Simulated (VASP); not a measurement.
## Sn: single point with PBE

The system is Sn.

```
Sn
1.0
    -1.89465    1.89465    1.89465
     1.89465   -1.89465    1.89465
     1.89465    1.89465   -1.89465
Sn
1
Direct
  0.00000 0.00000 0.00000
```

```yaml
Program: VASP 6.6.1
Task: single point
Functional: PBE
Potentials_or_basis: VASP PAW PBE potentials, release 64 (Sn_d)
Cutoff: 520 eV
k_mesh: 10 × 10 × 10
Occupations: gaussian, width 0.023 eV
Spin: no spin polarisation
```

```
Pressure               : 0.6 GPa
Band gap on the k mesh : zero (band 7 reaches 16.04 eV, above the bottom of band 8 at 5.80 eV)
```

Levels at points of the mesh, in eV from the Fermi level:
```
           k point  band 4  band 5  band 6  band 7  band 8  band 9  band 10  band 11
(0.00, 0.00, 0.00)  -21.42  -21.42  -11.07    7.97    7.97    7.97    12.12    12.12
(0.50, 0.00, 0.00)  -21.43  -21.34   -6.40   -4.41    3.61    5.45     7.96     8.26
(0.50, 0.50, 0.50)  -21.36  -21.36   -2.47   -0.47   -0.47   -0.47     3.84     3.84
```

Wall time 7.6 s on 1 thread of Intel(R) Xeon(R) Platinum 8259CL CPU @ 2.50GHz (Skylake/Cascade Lake), with other jobs on the host, peak memory 0.14 GiB.

Caveat: spin-orbit coupling is left out, which moves the levels of the heavy elements.
